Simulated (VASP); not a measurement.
# K17F15 (a cell with a defect) in VASP: single point with PBE

Aim: the single point of K17F15 (a cell with a defect) with PBE.

Program: VASP 6.6.1. These are calculated values, not measurements. Logs are shortened: lines on timing, memory, paths and dates and some standing lists are left out, and cuts for length are marked.

### 1 The cell of the first run

The cell holds a defect, 32 atoms: a = 9.389 Å, b = 9.389 Å, c = 9.389 Å, α = 109.47°, β = 109.47°, γ = 109.47°.

### 2 Single point, PBE, collinear spin

Input file INCAR:

```
ALGO = Normal
EDIFF = 1E-6
ENCUT = 520
GGA = PE
ISIF = 2
ISMEAR = 0
ISPIN = 2
KPAR = 2
LASPH = True
LCHARG = True
LORBIT = 11
LREAL = Auto
LVHAR = True
LWAVE = False
MAGMOM = 0.143 0 0.143 0 0 0 0.143 0 0.143 0 0 0.143 0 0 0 0.143 0.143 0 0 0 0 0 0 0 0 0 0 0 0 0 0 0
NBANDS = 155
NELECT = 259.0
NELM = 150
PREC = Accurate
SIGMA = 0.01
```

Input file KPOINTS:

```
Automatic mesh
0
Gamma
  2 2 2
  0.5 0.5 0.5
```

Input file POSCAR:

```
K17F15
1.0
    5.4206645416     -5.4206645416     -5.4206645416
   -5.4206645416     -5.4206645416      5.4206645416
   -5.4206645416      5.4206645416     -5.4206645416
K F
17 15
Direct
    0.2500000000      0.7820019516      0.0320019516
    0.2500000000      1.0000000000      0.7500000000
    0.2500000000      0.2179980484      0.4679980484
    0.0000000000      0.7500000000      0.2500000000
    0.2500000000      0.5000000000      0.2500000000
    1.0000000000      1.0000000000      1.0000000000
   -0.0320019516      0.2179980484      0.7500000000
    0.7500000000      0.7500000000      0.5000000000
   -0.0320019516      0.5000000000      0.4679980484
    0.7500000000      1.0000000000      0.2500000000
    0.7500000000      0.2500000000      0.0000000000
    0.5320019516      0.7820019516      0.7500000000
    0.7500000000      0.5000000000      0.7500000000
    0.5000000000      1.0000000000      0.5000000000
    0.5000000000      0.2500000000      0.2500000000
    0.5320019516      0.5000000000      0.0320019516
    0.2500000000      0.5000000000      0.7500000000
    0.2500000000      0.7559486734      0.4940513266
    0.2500000000      0.0000000000      0.2500000000
   -0.0059486734      0.5000000000      0.0059486734
    0.2500000000      0.2440513266      0.0059486734
   -0.0059486734      0.7559486734      0.7500000000
   -0.0059486734     -0.0118973467      0.4940513266
    0.7500000000      0.5000000000      0.2500000000
   -0.0059486734      0.2440513266      0.2381026533
    0.7618973467      0.7559486734      0.0059486734
    0.7500000000      0.0000000000      0.7500000000
    0.5059486734      0.5000000000      0.4940513266
    0.7381026533      0.2440513266      0.4940513266
    0.5059486734      0.7559486734      0.2618973467
    0.5059486734      0.0118973467      0.0059486734
    0.5059486734      0.2440513266      0.7500000000
```

Potentials or basis: VASP PAW PBE potentials, release 64 (K_sv, F).

Command:

```
cat potpaw_PBE.64/K_sv/POTCAR potpaw_PBE.64/F/POTCAR > POTCAR
mpirun -np 4 vasp_std > vasp.out
```

OUTCAR:

```text
EDIFF = 1E-6
   ENCUT = 520
   GGA = PE
   ISIF = 2
   ISMEAR = 0
   ISPIN = 2
   LASPH = True
   LORBIT = 11
   LREAL = Auto
   NELECT = 259.0
   NELM = 150
   PREC = Accurate

 ion  position               nearest neighbor table
   1  0.250  0.782  0.032-  19 2.36  31 2.79  30 2.79  22 2.79  20 2.79  17 3.06   4 3.60   6 3.60
                            14 3.60  15 3.60
   2  0.250  0.000  0.750-  18 2.71  21 2.71  22 2.71  32 2.71  31 2.71  23 2.71
   3  0.250  0.218  0.468-  19 2.36  23 2.79  25 2.79  32 2.79  28 2.79  17 3.06   6 3.60  14 3.60
                            15 3.60   4 3.60
   4  0.000  0.750  0.250-  18 2.65  20 2.65  23 2.65  26 2.65  24 2.71  19 2.71   1 3.60   9 3.60
                             3 3.60  16 3.60
   5  0.250  0.500  0.250-  18 2.71  20 2.71  21 2.71  28 2.71  25 2.71  30 2.71
   6  0.000  0.000  0.000-  21 2.65  22 2.65  26 2.65  25 2.65  19 2.71  27 2.71   7 3.60  12 3.60
                             1 3.60   3 3.60
   7  0.968  0.218  0.750-  27 2.36  23 2.79  29 2.79  21 2.79  20 2.79  17 3.06  11 3.60  14 3.60
                             6 3.60   8 3.60
   8  0.750  0.750  0.500-  22 2.65  28 2.65  23 2.65  30 2.65  24 2.71  27 2.71  12 3.60  16 3.60
                             7 3.60   9 3.60
   9  0.968  0.500  0.468-  24 2.36  29 2.79  25 2.79  22 2.79  18 2.79  17 3.06   4 3.60   8 3.60
                            11 3.60  15 3.60
  10  0.750  0.000  0.250-  23 2.71  25 2.71  26 2.71  29 2.71  30 2.71  31 2.71
[... 13 lines left out ...]
  19  0.250  0.000  0.250-   1 2.36   3 2.36   4 2.71   6 2.71  14 2.71  15 2.71
  20  0.994  0.500  0.006-   4 2.65  11 2.65   5 2.71  13 2.71   7 2.79   1 2.79
  21  0.250  0.244  0.006-   6 2.65  15 2.65   2 2.71   5 2.71   7 2.79  16 2.79
  22  0.994  0.756  0.750-   6 2.65   8 2.65   2 2.71  13 2.71   9 2.79   1 2.79
[... 8 lines left out ...]
  31  0.506  0.012  0.006-  11 2.65  15 2.65  10 2.71   2 2.71   1 2.79  12 2.79
  32  0.506  0.244  0.750-  11 2.65  14 2.65  13 2.71   2 2.71   3 2.79  16 2.79

  LATTYP: Found a body centered cubic cell.
 ALAT       =    10.8413290832

  Lattice vectors:

 A1 = (   5.4206645416,  -5.4206645416,  -5.4206645416)
 A2 = (  -5.4206645416,  -5.4206645416,   5.4206645416)
 A3 = (  -5.4206645416,   5.4206645416,  -5.4206645416)

Analysis of symmetry for initial positions (statically):
=====================================================================
 Subroutine PRICEL returns:
 Original cell was already a primitive cell.

 Routine SETGRP: Setting up the symmetry group for a
 body centered cubic supercell.

 Subroutine GETGRP returns: Found 48 space group operations
 (whereof  8 operations were pure point group operations)
 out of a pool of 48 trial point group operations.

The static configuration has the point symmetry D_2d.
 The point group associated with its full space group is O_h .

Analysis of symmetry for dynamics (positions and initial velocities):
=====================================================================
 Subroutine PRICEL returns:
 Original cell was already a primitive cell.

 Routine SETGRP: Setting up the symmetry group for a
 body centered cubic supercell.

 Subroutine GETGRP returns: Found 48 space group operations
 (whereof  8 operations were pure point group operations)
 out of a pool of 48 trial point group operations.

The dynamic configuration has the point symmetry D_2d.
 The point group associated with its full space group is O_h .

Analysis of structural, dynamic, and magnetic symmetry:
=====================================================================
 Subroutine PRICEL returns:
 Original cell was already a primitive cell.

 Routine SETGRP: Setting up the symmetry group for a
 body centered cubic supercell.

 Subroutine GETGRP returns: Found 48 space group operations
 (whereof  8 operations were pure point group operations)
 out of a pool of 48 trial point group operations.

The overall configuration has the point symmetry D_2d.
 The point group associated with its full space group is O_h .

 Subroutine INISYM returns: Found 48 space group operations
 (whereof  8 operations are pure point group operations),
 and found     1 'primitive' translations

----------------------------------------------------------------------------------------

                                     Primitive cell

  volume of cell :     637.1146

  direct lattice vectors                    reciprocal lattice vectors
     5.420664542 -5.420664542 -5.420664542     0.000000000 -0.092239613 -0.092239613
    -5.420664542 -5.420664542  5.420664542    -0.092239613 -0.092239613  0.000000000
[... 101 lines left out ...]
            Coordinates               Weight
  0.250000  0.250000  0.250000      2.000000
 -0.250000  0.250000  0.250000      6.000000
   k-points           NKPTS =      2   k-points in BZ     NKDIM =      2   number of bands    NBANDS=    156
   number of dos      NEDOS =    301   number of ions     NIONS =     32
   total plane-waves  NPLWV = 343000
   dimension x,y,z NGX =    70 NGY =   70 NGZ =   70
   dimension x,y,z NGXF=   140 NGYF=  140 NGZF=  140
   ions per type =              17  15
   NGX,Y,Z   is equivalent  to a cutoff of  12.39, 12.39, 12.39 a.u.
   NGXF,Y,Z  is equivalent  to a cutoff of  24.79, 24.79, 24.79 a.u.
 SYSTEM =  unknown system
   PREC   = accura    normal or accurate (medium, high low for compatibility)
   ISTART =      0    job   : 0-new  1-cont  2-samecut
   ICHARG =      2    charge: 1-file 2-atom 10-const
   ISPIN  =      2    spin polarized calculation?
   LNONCOLLINEAR =      F non collinear calculations
   LSORBIT =      F    spin-orbit coupling
   LASPH  =      T    aspherical Exc in radial PAW
   ENCUT  =  520.0 eV  38.22 Ry    6.18 a.u.  17.46 17.46 17.46*2*pi/ulx,y,z
   NELM   =    150;   NELMIN=  2; NELMDL= -5     # of ELM steps
   EDIFF  = 0.1E-05   stopping-criterion for ELM
   LREAL  =      T    real-space projection
   EDIFFG = 0.1E-04   stopping-criterion for IOM
   NSW    =      0    number of steps for IOM
   IBRION =     -1    ionic relax: 0-MD 1-quasi-New 2-CG
   NFREE  =      0    steps in history (QN), initial steepest desc. (CG)
   ISIF   =      2    stress and relaxation
   ISYM   =      2    0-nonsym 1-usesym 2-fastsym
   POTIM  = 0.5000    time-step for ionic-motion
   TEBEG  =    0.0;   TEEND  =   0.0 temperature during run
   PSTRESS=    0.0 pullay stress
   NELECT =     259.0000    total number of electrons
   NUPDOWN=      -1.0000    fix difference up-down
   EMIN   =  10.00;   EMAX   =-10.00  energy-range for DOS
   EFERMI =   0.00;   METHOD = LEGACY
   ISMEAR =     0;   SIGMA  =   0.01  broadening in eV -4-tet -1-fermi 0-gaus
   EFERMI_NEDOS =   21; number of points for ismear=-14 and -15
   IALGO  =     38    algorithm
   IMIX   =      4    mixing-type and parameters
     AMIX     =   0.40;   BMIX     =  1.00
     AMIX_MAG =   1.60;   BMIX_MAG =  1.00
  volume/ion in A,a.u.               =      19.91       134.36
  Fermi-wavevector in a.u.,A,eV,Ry     =   1.212743  2.291753 20.010719  1.470746
  Thomas-Fermi vector in A             =   2.348218
   LORBIT       =     11    0 simple, 1 ext, 2 COOP (PROOUT), +10 PAW based schemes
   GGA     = PE    functional components
   LHFCALC =     F    Hartree Fock is set to
   AEXX    =    0.0000 exact exchange contribution
   IVDW    =     0    specifies the selected vdW correction
   LEPSILON=     F    determine dielectric tensor
   LRPA    =     F    only Hartree local field effects (RPA)
 spin polarized calculation
 Gauss-broadening in eV      SIGMA  =   0.01
  energy-cutoff  :      520.00
  volume of cell :      637.11
 maximum number of plane-waves:     17208
 NGX is ok and might be reduce to    70
   NGX = 35   NGY = 35   NGZ = 35

 number of electron     259.0000082 magnetization       1.0000629

 Free energy of the ion-electron system (eV)
  ---------------------------------------------------
  ext. energy  EPLUGINS =         0.00000000
  ---------------------------------------------------
  free energy    TOTEN  =      -117.43613424 eV

  energy without entropy =     -117.43420596  energy(sigma->0) =     -117.43517010

 E-fermi :   4.1219     XC(G=0):  -8.4874

 val. band max:        4.0273604201   @ k =  -0.2500   0.2500   0.2500
 cond. band min:       4.1248969561   @ k =   0.2500   0.2500   0.2500
 fundamental gap:      0.0975365360
 Fermi energy:         4.1218569335

 spin component 1

 k-point     1 :       0.2500    0.2500    0.2500
  band No.  band energies     occupation
      1     -30.3493      1.00000
      2     -29.1310      1.00000
      3     -29.1310      1.00000
      4     -29.1310      1.00000
      5     -29.1087      1.00000
      6     -29.1087      1.00000
[... 277 lines left out ...]
    140       5.7534      0.00000
    141       5.7719      0.00000
 Fermi energy:         4.1218569335

 spin component 2

 k-point     1 :       0.2500    0.2500    0.2500
  band No.  band energies     occupation
      1     -30.3127      1.00000
      2     -29.1177      1.00000
      3     -29.1177      1.00000
      4     -29.1177      1.00000
      5     -29.0952      1.00000
      6     -29.0952      1.00000
[... 277 lines left out ...]
    140       5.8295      0.00000
    141       5.8316      0.00000
 [bands above 141 left out]

------------------------ aborting loop because EDIFF is reached ----------------------------------------

  FORCE on cell =-STRESS in cart. coord.  units (eV):
  Direction    XX          YY          ZZ          XY          YZ          ZX
  --------------------------------------------------------------------------------------
  -------------------------------------------------------------------------------------
  Total       22.1908034     22.1908034     22.1908034      0.0000000     -0.0000000     -0.0000000
  in kB       55.8040889     55.8040889     55.8040889      0.0000000     -0.0000000     -0.0000000
  external PRESSURE =      55.8040889 kB  Pullay stress =       0.0000000 kB

 VOLUME and BASIS-vectors are now :
 -----------------------------------------------------------------------------
  energy-cutoff  :      520.00
  volume of cell :      637.11
      direct lattice vectors                 reciprocal lattice vectors
     5.420664542 -5.420664542 -5.420664542     0.000000000 -0.092239613 -0.092239613
    -5.420664542 -5.420664542  5.420664542    -0.092239613 -0.092239613  0.000000000
    -5.420664542  5.420664542 -5.420664542    -0.092239613  0.000000000 -0.092239613

 POSITION                                       TOTAL-FORCE (eV/Angst)
 -----------------------------------------------------------------------------------
     -3.05728     -5.42066      2.71033         0.065685      0.000000      0.000000
     -2.71033      2.71033     -5.42066         0.000000      0.000000      0.000000
     -2.36339      0.00000     -2.71033        -0.065685      0.000000      0.000000
     -5.42066     -2.71033      2.71033         0.000000      0.000000      0.000000
     -2.71033     -2.71033      0.00000         0.000000      0.000000      0.000000
      0.00000      0.00000      0.00000         0.000000      0.000000      0.000000
[... 24 lines left out ...]
      2.64584     -2.77482     -2.71033        -0.005559     -0.005559      0.000000
     -2.64584      0.00000     -5.48516         0.005559      0.000000     -0.005559
 -----------------------------------------------------------------------------------
    total drift:                               -0.000006      0.000005      0.000002

  FREE ENERGIE OF THE ION-ELECTRON SYSTEM (eV)
  ---------------------------------------------------
  free  energy   TOTEN  =      -117.4361342358 eV

  energy  without entropy=     -117.4342059571  energy(sigma->0) =     -117.43517010

 total charge

# of ion       s       p       d       tot
------------------------------------------
    1        1.978   5.588   0.040   7.606
    2        1.966   5.588   0.030   7.584
    3        1.978   5.588   0.040   7.606
    4        1.967   5.591   0.035   7.593
    5        1.966   5.588   0.030   7.584
    6        1.967   5.591   0.035   7.593
[... 24 lines left out ...]
   31        1.735   4.341   0.000   6.076
   32        1.735   4.341   0.000   6.076
--------------------------------------------------
tot         59.641 160.144   0.580 220.365

 magnetization (x)

# of ion       s       p       d       tot
------------------------------------------
    1        0.005   0.003   0.004   0.012
    2        0.004   0.001   0.001   0.005
    3        0.005   0.003   0.004   0.012
    4        0.005  -0.000   0.001   0.006
    5        0.004   0.001   0.001   0.005
    6        0.005  -0.000   0.001   0.006
[... 24 lines left out ...]
   31        0.002   0.002   0.000   0.003
   32        0.002   0.002   0.000   0.003
--------------------------------------------------
tot          0.118   0.051   0.032   0.202
```

It took 4.6 min on 4 MPI ranks of Intel Xeon Platinum 8259CL at 2.50GHz (Skylake/Cascade Lake), shared host; peak memory 0.66 GiB.

Results:

```yaml
Free_energy: -117.4361 eV
Largest_force: 0.066 eV/Å
Net_moment: 1.00 μB per cell
Site_moments: K +0.01, +0.03 (each value once); F +0.00 μB
Valence_electrons_inside_the_program's_atomic_spheres: K 7.61, 7.58, 7.59, 7.60 (each value once); F 6.08, 6.11 (each value once)
```

Forces in eV/Å, atoms in the order of the input:
```
K    0.066  0.000  0.000
K    0.000  0.000  0.000
K   -0.066  0.000  0.000
K    0.000  0.000  0.000
K    0.000  0.000  0.000
K    0.000  0.000  0.000
K    0.000 -0.066  0.000
K    0.000  0.000  0.000
K    0.000  0.000 -0.066
K    0.000  0.000  0.000
K    0.000  0.000  0.000
K    0.000  0.066  0.000
K    0.000  0.000  0.000
K    0.000  0.000  0.000
K    0.000  0.000  0.000
K    0.000  0.000  0.066
K    0.000  0.000  0.000
F    0.000 -0.006  0.006
F    0.000  0.000  0.000
F   -0.006  0.006  0.000
F    0.000  0.006 -0.006
F   -0.006  0.000  0.006
F    0.006  0.006  0.000
F    0.000  0.000  0.000
F    0.006  0.000  0.006
F    0.000 -0.006 -0.006
F    0.000  0.000  0.000
F    0.006 -0.006  0.000
F    0.000  0.006  0.006
F   -0.006  0.000 -0.006
F   -0.006 -0.006  0.000
F    0.006  0.000 -0.006
```

Levels at points of the mesh, in eV from the Fermi level:
Spin up:
```tsv
k point	band 127	band 128	band 129	band 130	band 131	band 132
(0.25, 0.25, 0.25)	-6.96	-6.96	-1.28	0.00	0.00	0.00
```
Spin down:
```
           k point  band 125  band 126  band 127  band 128  band 129  band 130  band 131  band 132  band 133  band 134
(0.25, 0.25, 0.25)     -6.96     -6.96     -6.95     -6.95     -1.03      0.14      0.14      0.14      0.73      0.73
```

Caveat: the k points lie up to 0.41 Å⁻¹ apart; the cell carries a net charge on a neutralising background, which shifts energy and pressure; the cell is charged against a uniform background, so pressure and absolute levels hang on convention.
